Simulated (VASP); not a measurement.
# NbP (I4_1md) in VASP: further runs

The runs below take NbP through single point, with PBEsol.

Program: VASP 6.6.1. These are calculated values, not measurements. Logs are shortened: lines on timing, memory, paths and dates and some standing lists are left out, and cuts for length are marked.

## 1. The cell of the first run

The structure is tetragonal, space group I4_1md (No. 109). The conventional cell has a = 3.350 Å, b = 3.350 Å, c = 11.480 Å, α = 90.00°, β = 90.00°, γ = 90.00°. Within 3.4 Å of Nb (site symmetry 2mm) lie 6 P at 2.55 Å and 8 Nb at 3.32 to 3.35 Å. Within 3.4 Å of P (site symmetry 2mm) lie 6 Nb at 2.55 Å and 8 P at 3.32 to 3.35 Å.

## 2. Single point, PBEsol

Input file INCAR:

```
ALGO     = Normal         # electronic algorithm
EDIFF    = 1E-6           # SCF threshold, eV
ENCUT    = 520            # plane-wave cutoff, eV
GGA      = PS             # functional
ISIF     = 2              # what is computed and relaxed
ISMEAR   = -1             # smearing method
LASPH    = T              # aspherical terms in the spheres
LCHARG   = F              # write CHGCAR
LREAL    = F              # projectors in reciprocal space
LWAVE    = F              # write WAVECAR
NBANDS   = 26             # bands
NELM     = 100            # most SCF steps
PREC     = Accurate       # precision mode
SIGMA    = 0.05           # smearing width, eV
```

Input file KPOINTS:

```
k-points
0
Gamma
  8 8 8
```

Input file POSCAR:

```
NbP
1.0
   -1.6749232544      1.6749232544      5.7401081759
    1.6749232544     -1.6749232544      5.7401081759
    1.6749232544      1.6749232544     -5.7401081759
Nb P
2 2
Direct
    0.2498808000      0.7498808000      0.5000000000
    0.4998808000      0.4998808000      0.0000000000
    0.8327477700      0.3327477700      0.5000000000
    0.0827477700      0.0827477700      0.0000000000
```

Potentials or basis: VASP PAW PBE potentials, release 64 (Nb_sv, P).

Command:

```sh
> cat potpaw_PBE.64/Nb_sv/POTCAR potpaw_PBE.64/P/POTCAR > POTCAR
> mpirun -np 1 vasp_std > vasp.out
```

OUTCAR:

```text
EDIFF = 1E-6
   ENCUT = 520
   GGA = PS
   ISIF = 2
   ISMEAR = -1
   LASPH = T
   LREAL = F
   NELM = 100
   PREC = Accurate

 ion  position               nearest neighbor table
   1  0.250  0.750  0.500-   4 2.55   4 2.55   3 2.55   3 2.55   3 2.55   3 2.55
   2  0.500  0.500  0.000-   3 2.55   3 2.55   4 2.55   4 2.55   4 2.55   4 2.55
   3  0.833  0.333  0.500-   2 2.55   2 2.55   1 2.55   1 2.55   1 2.55   1 2.55
   4  0.083  0.083  0.000-   1 2.55   1 2.55   2 2.55   2 2.55   2 2.55   2 2.55

  LATTYP: Found a body centered tetragonal cell.
 ALAT       =     3.3498465088
 C/A-ratio  =     3.4270872775

  Lattice vectors:

 A1 = (  -1.6749232544,   1.6749232544,   5.7401081759)
 A2 = (   1.6749232544,  -1.6749232544,   5.7401081759)
 A3 = (   1.6749232544,   1.6749232544,  -5.7401081759)

Analysis of symmetry for initial positions (statically):
=====================================================================
 Subroutine PRICEL returns:
 Original cell was already a primitive cell.

 Routine SETGRP: Setting up the symmetry group for a
 body centered tetragonal supercell.

 Subroutine GETGRP returns: Found  8 space group operations
 (whereof  4 operations were pure point group operations)
 out of a pool of 16 trial point group operations.

The static configuration has the point symmetry C_2v.
 The point group associated with its full space group is C_4v.

Analysis of symmetry for dynamics (positions and initial velocities):
=====================================================================
 Subroutine PRICEL returns:
 Original cell was already a primitive cell.

 Routine SETGRP: Setting up the symmetry group for a
 body centered tetragonal supercell.

 Subroutine GETGRP returns: Found  8 space group operations
 (whereof  4 operations were pure point group operations)
 out of a pool of 16 trial point group operations.

The dynamic configuration has the point symmetry C_2v.
 The point group associated with its full space group is C_4v.

 Subroutine INISYM returns: Found  8 space group operations
 (whereof  4 operations are pure point group operations),
 and found     1 'primitive' translations

----------------------------------------------------------------------------------------

                                     Primitive cell

  volume of cell :      64.4125

  direct lattice vectors                    reciprocal lattice vectors
    -1.674923254  1.674923254  5.740108176     0.000000000  0.298521140  0.087106372
     1.674923254 -1.674923254  5.740108176     0.298521140  0.000000000  0.087106372
     1.674923254  1.674923254 -5.740108176     0.298521140  0.298521140  0.000000000

  length of vectors
     6.209635874  6.209635874  6.209635874     0.310970081  0.310970081  0.422172645

  position of ions in fractional coordinates (direct lattice)
     0.249880800  0.749880800  0.500000000
     0.499880800  0.499880800  0.000000000
     0.832747770  0.332747770  0.500000000
     0.082747770  0.082747770  0.000000000

  ion indices of the primitive-cell ions
   primitive index   ion index
                 1           1
                 2           2
                 3           3
                 4           4

----------------------------------------------------------------------------------------

 KPOINTS: k-points

Automatic generation of k-mesh.
 Grid dimensions read from file:
 generate k-points for:    8    8    8

 Generating k-lattice:

  Cartesian coordinates                     Fractional coordinates (reciprocal lattice)
     0.000000000  0.037315143  0.010888297     0.125000000  0.000000000 -0.000000000
     0.037315143  0.000000000  0.010888297     0.000000000  0.125000000 -0.000000000
     0.037315143  0.037315143  0.000000000     0.000000000  0.000000000  0.125000000

  Length of vectors
     0.038871260  0.038871260  0.052771581

  Shift w.r.t. Gamma in fractional coordinates (k-lattice)
     0.000000000  0.000000000  0.000000000

 Subroutine IBZKPT returns following result:
 ===========================================

 Found     59 irreducible k-points:

 Following reciprocal coordinates:
            Coordinates               Weight
  0.000000  0.000000  0.000000      1.000000
  0.125000 -0.000000  0.000000      8.000000
  0.250000 -0.000000  0.000000      8.000000
  0.375000  0.000000  0.000000      8.000000
  0.500000 -0.000000  0.000000      4.000000
  0.125000  0.125000  0.000000      8.000000
[... 16 lines left out ...]
  0.250000  0.125000  0.125000     16.000000
  0.375000  0.125000  0.125000      8.000000
 [... further k-points ...]
   k-points           NKPTS =     59   k-points in BZ     NKDIM =     59   number of bands    NBANDS=     26
   number of dos      NEDOS =    301   number of ions     NIONS =      4
   total plane-waves  NPLWV = 110592
   dimension x,y,z NGX =    48 NGY =   48 NGZ =   48
   dimension x,y,z NGXF=    96 NGYF=   96 NGZF=   96
   ions per type =               2   2
   NGX,Y,Z   is equivalent  to a cutoff of  12.85, 12.85, 12.85 a.u.
   NGXF,Y,Z  is equivalent  to a cutoff of  25.70, 25.70, 25.70 a.u.
 SYSTEM =  unknown system
   PREC   = accura    normal or accurate (medium, high low for compatibility)
   ISTART =      0    job   : 0-new  1-cont  2-samecut
   ICHARG =      2    charge: 1-file 2-atom 10-const
   ISPIN  =      1    spin polarized calculation?
   LNONCOLLINEAR =      F non collinear calculations
   LSORBIT =      F    spin-orbit coupling
   LASPH  =      T    aspherical Exc in radial PAW
   ENCUT  =  520.0 eV  38.22 Ry    6.18 a.u.  11.55 11.55 11.55*2*pi/ulx,y,z
   NELM   =    100;   NELMIN=  2; NELMDL= -5     # of ELM steps
   EDIFF  = 0.1E-05   stopping-criterion for ELM
   LREAL  =      F    real-space projection
   EDIFFG = 0.1E-04   stopping-criterion for IOM
   NSW    =      0    number of steps for IOM
   IBRION =     -1    ionic relax: 0-MD 1-quasi-New 2-CG
   NFREE  =      0    steps in history (QN), initial steepest desc. (CG)
   ISIF   =      2    stress and relaxation
   ISYM   =      2    0-nonsym 1-usesym 2-fastsym
   POTIM  = 0.5000    time-step for ionic-motion
   TEBEG  =    0.0;   TEEND  =   0.0 temperature during run
   PSTRESS=    0.0 pullay stress
   NELECT =      36.0000    total number of electrons
   NUPDOWN=      -1.0000    fix difference up-down
   EMIN   =  10.00;   EMAX   =-10.00  energy-range for DOS
   EFERMI =   0.00;   METHOD = LEGACY
   ISMEAR =    -1;   SIGMA  =   0.05  broadening in eV -4-tet -1-fermi 0-gaus
   EFERMI_NEDOS =   21; number of points for ismear=-14 and -15
   IALGO  =     38    algorithm
   IMIX   =      4    mixing-type and parameters
     AMIX     =   0.40;   BMIX     =  1.00
     AMIX_MAG =   1.60;   BMIX_MAG =  1.00
  volume/ion in A,a.u.               =      16.10       108.67
  Fermi-wavevector in a.u.,A,eV,Ry     =   1.348504  2.548304 24.741706  1.818464
  Thomas-Fermi vector in A             =   2.476168
   LORBIT       =      0    0 simple, 1 ext, 2 COOP (PROOUT), +10 PAW based schemes
   GGA     = PS    functional components
   LHFCALC =     F    Hartree Fock is set to
   AEXX    =    0.0000 exact exchange contribution
   IVDW    =     0    specifies the selected vdW correction
   LEPSILON=     F    determine dielectric tensor
   LRPA    =     F    only Hartree local field effects (RPA)
 non-spin polarized calculation
  energy-cutoff  :      520.00
  volume of cell :       64.41
 maximum number of plane-waves:      1752
 NGX is ok and might be reduce to    48
   NGX = 23   NGY = 23   NGZ = 23

 number of electron      35.9999999 magnetization

 Free energy of the ion-electron system (eV)
  ---------------------------------------------------
  ext. energy  EPLUGINS =         0.00000000
  ---------------------------------------------------
  free energy    TOTEN  =       -37.78194853 eV

  energy without entropy =      -37.77428984  energy(sigma->0) =      -37.77811919

 E-fermi :  10.4495     XC(G=0): -12.0993

 val. band max:       10.4067051306   @ k =  -0.2500   0.2500   0.2500
 cond. band min:      10.4505729160   @ k =  -0.2500   0.5000   0.2500
 fundamental gap:      0.0438677854
 Fermi energy:        10.4494768026

 k-point     1 :       0.0000    0.0000    0.0000
  band No.  band energies     occupation
      1     -44.3836      2.00000
      2     -44.3463      2.00000
      3     -20.6748      2.00000
      4     -20.4758      2.00000
      5     -20.4758      2.00000
      6     -20.3310      2.00000
[... 18 lines left out ...]
     25      14.5311      0.00000
     26      14.5312      0.00000

 k-point     2 :       0.1250   -0.0000    0.0000
  band No.  band energies     occupation
      1     -44.3800      2.00000
      2     -44.3448      2.00000
      3     -20.6612      2.00000
      4     -20.5161      2.00000
      5     -20.4725      2.00000
      6     -20.3709      2.00000
[... 18 lines left out ...]
     25      14.6754      0.00000
     26      15.2116      0.00000

 k-point     3 :       0.2500   -0.0000    0.0000
  band No.  band energies     occupation
      1     -44.3709      2.00000
      2     -44.3417      2.00000
      3     -20.6528      2.00000
      4     -20.5865      2.00000
      5     -20.4646      2.00000
      6     -20.4571      2.00000
[... 18 lines left out ...]
     25      15.1816      0.00000
     26      16.3395      0.00000

 k-point     4 :       0.3750    0.0000    0.0000
  band No.  band energies     occupation
      1     -44.3611      2.00000
      2     -44.3392      2.00000
      3     -20.7306      2.00000
      4     -20.5886      2.00000
      5     -20.5119      2.00000
      6     -20.4566      2.00000
[... 18 lines left out ...]
     25      14.9556      0.00000
     26      16.7764      0.00000
[... 496 lines left out ...]
      1     -44.3597      2.00000
      2     -44.3357      2.00000
      3     -20.6318      2.00000
      4     -20.6112      2.00000
      5     -20.5434      2.00000
      6     -20.4524      2.00000
[... 18 lines left out ...]
     25      15.0629      0.00000
     26      16.1271      0.00000

 k-point    23 :       0.2500    0.1250    0.1250
  band No.  band energies     occupation
      1     -44.3501      2.00000
      2     -44.3333      2.00000
      3     -20.7075      2.00000
      4     -20.6070      2.00000
      5     -20.5475      2.00000
      6     -20.4906      2.00000
[... 18 lines left out ...]
     25      15.3145      0.00000
     26      16.3277      0.00000

 k-point    24 :       0.3750    0.1250    0.1250
  band No.  band energies     occupation
      1     -44.3456      2.00000
      2     -44.3328      2.00000
      3     -20.7451      2.00000
      4     -20.6056      2.00000
      5     -20.5681      2.00000
      6     -20.4791      2.00000
[... 18 lines left out ...]
     25      15.2037      0.00000
     26      16.3949      0.00000

 [... further k-points ...]

------------------------ aborting loop because EDIFF is reached ----------------------------------------

  FORCE on cell =-STRESS in cart. coord.  units (eV):
  Direction    XX          YY          ZZ          XY          YZ          ZX
  --------------------------------------------------------------------------------------
  -------------------------------------------------------------------------------------
  Total       -2.6375453     -2.6375453     -2.6032132      0.0000000      0.0000000      0.0000000
  in kB      -65.6055547    -65.6055547    -64.7515888      0.0000000      0.0000000      0.0000000
  external PRESSURE =     -65.3208994 kB  Pullay stress =       0.0000000 kB

 VOLUME and BASIS-vectors are now :
 -----------------------------------------------------------------------------
  energy-cutoff  :      520.00
  volume of cell :       64.41
      direct lattice vectors                 reciprocal lattice vectors
    -1.674923254  1.674923254  5.740108176     0.000000000  0.298521140  0.087106372
     1.674923254 -1.674923254  5.740108176     0.298521140  0.000000000  0.087106372
     1.674923254  1.674923254 -5.740108176     0.298521140  0.298521140  0.000000000

 POSITION                                       TOTAL-FORCE (eV/Angst)
 -----------------------------------------------------------------------------------
      1.67492      0.00000      2.86869         0.000000     -0.000000      0.018317
      0.00000      0.00000      5.73874        -0.000000      0.000000      0.018317
      0.00000      1.67492      3.82002        -0.000000      0.000000     -0.018317
      0.00000      0.00000      0.94996         0.000000     -0.000000     -0.018317
 -----------------------------------------------------------------------------------
    total drift:                               -0.000000     -0.000000     -0.000009

  FREE ENERGIE OF THE ION-ELECTRON SYSTEM (eV)
  ---------------------------------------------------
  free  energy   TOTEN  =       -37.7819485325 eV

  energy  without entropy=      -37.7742898446  energy(sigma->0) =      -37.77811919
```

Wall time 3.2 min (1 thread of Intel Xeon 6975P-C, shared host); peak memory 0.36 GiB.

What came out:

```
Free energy            : -37.7819 eV
Pressure               : -6.5 GPa
Largest force          : 0.018 eV/Å
Band gap on the k mesh : zero (band 18 reaches 10.45 eV, above the bottom of band 19 at 10.41 eV)
```

Forces in eV/Å, atoms in the order of the input:
```
Nb   0.000  0.000  0.018
Nb   0.000  0.000  0.018
P    0.000  0.000 -0.018
P    0.000  0.000 -0.018
```

Stress tensor (GPa, compression positive):
```
-6.56  0.00  0.00
 0.00 -6.56  0.00
 0.00  0.00 -6.48
```

Levels at points of the mesh, in eV from the Fermi level:
| k point | band 14 | band 15 | band 16 | band 17 | band 18 | band 19 | band 20 | band 21 | band 22 | band 23 |
| --- | --- | --- | --- | --- | --- | --- | --- | --- | --- | --- |
| (0.00, 0.00, 0.00) | -2.21 | -2.14 | -1.72 | -1.34 | -1.34 | 0.84 | 1.60 | 2.65 | 3.15 | 3.15 |
| (0.50, 0.00, 0.00) | -3.19 | -2.29 | -1.87 | -1.51 | -0.11 | 0.08 | 1.31 | 2.44 | 2.64 | 3.27 |
| (0.50, 0.50, 0.00) | -4.62 | -2.83 | -2.83 | -0.44 | -0.44 | 2.97 | 2.97 | 3.07 | 3.07 | 4.02 |
| (0.50, 0.50, 0.50) | -2.68 | -2.68 | -2.68 | -0.50 | -0.50 | 1.20 | 1.20 | 2.30 | 2.30 | 3.57 |

Caveat: the PAW data sets were made with another functional, which shifts forces and pressure a little.

## 3. Single point, PBEsol

Input file INCAR:

```
SYSTEM = NbP
PREC = Accurate ; ENCUT = 520
EDIFF = 1E-6 ; ISMEAR = -1
SIGMA = 0.03 ; LREAL = .FALSE.
LASPH = .TRUE. ; NELM = 80
ALGO = Normal ; ISIF = 2
LWAVE = .FALSE. ; LCHARG = .TRUE.
GGA = PS ; LELF = .TRUE.
LVHAR = .TRUE. ; NBANDS = 26
```

Input file KPOINTS:

```
regular mesh
0
G
  7 7 7
  0 0 0
```

POSCAR is that of step 2.

Potentials or basis: VASP PAW PBE potentials, release 64 (Nb_sv, P).

Command:

```sh
> cat potpaw_PBE.64/Nb_sv/POTCAR potpaw_PBE.64/P/POTCAR > POTCAR
> mpirun -np 1 vasp_std > vasp.out
```

It took 6 min on 1 thread of Intel Xeon 8259CL, shared host; peak memory 0.31 GiB.

The run converged. Its results:

* Free energy: -37.7750 eV
* Pressure: -6.5 GPa
* Largest force: 0.028 eV/Å
* Band gap on the k mesh: 0.05 eV, direct

Forces on the atoms (eV/Å):
```
Nb   0.000  0.000  0.028
Nb   0.000  0.000  0.028
P    0.000  0.000 -0.028
P    0.000  0.000 -0.028
```

Stress tensor (GPa, compression positive):
```
-6.42  0.00  0.00
 0.00 -6.42  0.00
 0.00  0.00 -6.74
```

Levels at points of the mesh, in eV from the valence-band top:
```
           k point  band 15  band 16  band 17  band 18  band 19  band 20  band 21  band 22
(0.00, 0.00, 0.00)    -2.15    -1.73    -1.34    -1.34     0.84     1.60     2.64     3.15
```

Caveat: the PAW data sets were made with another functional, which shifts forces and pressure a little. A k mesh can miss the band edges.
